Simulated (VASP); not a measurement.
A run of VASP 6.6.1 is set up as follows.

Contents of INCAR:

```
SYSTEM = Ir
PREC     = Accurate       ! precision mode
ENCUT    = 560            ! plane-wave cutoff, eV
EDIFF    = 1E-6           ! SCF threshold, eV
ISMEAR   = 0              ! smearing method
SIGMA    = 0.15           ! smearing width, eV
LREAL    = .FALSE.        ! projectors in reciprocal space
LASPH    = .TRUE.         ! aspherical terms in the spheres
NELM     = 120            ! most SCF steps
ALGO     = Normal         ! electronic algorithm
ISIF     = 2              ! what is computed and relaxed
LWAVE    = .FALSE.        ! write WAVECAR
LCHARG   = .TRUE.         ! write CHGCAR
LELF     = .TRUE.         ! ELF
LVHAR    = .TRUE.       
NBANDS   = 24             ! bands
GGA_COMPAT= .FALSE.
```

The input KPOINTS:

```
regular mesh
0
G
  18 18 10
  0 0 0
```

File POSCAR:

```
Ir
1.0
    2.5790000000      0.0000000000      0.0000000000
   -1.2895000000      2.2334795163      0.0000000000
    0.0000000000      0.0000000000      4.6055000000
Ir
2
Direct
    0.6666666667      0.3333333333      0.7500000000
    0.3333333333      0.6666666667      0.2500000000
```

Potentials or basis: VASP PAW LDA potentials, release 64 (Ir_sv_GW).

Launch:

```console
$ cat potpaw_LDA.64/Ir_sv_GW/POTCAR > POTCAR
$ mpirun -np 1 vasp_std > vasp.out
```

Question: What does it give for the pressure?

Answer: 25.6 GPa.

Question: Predict the band gap on the k mesh.

Answer: Zero (bands 17 and 18 overlap by 4.10 eV).

Stress tensor (GPa, compression positive):
```
42.23  0.00  0.00
 0.00 42.23  0.00
 0.00  0.00 -7.69
```

Caveat: the stress differs along the axes, from -8 to 42 GPa; spin-orbit coupling is left out, which moves the levels of the heavy elements.
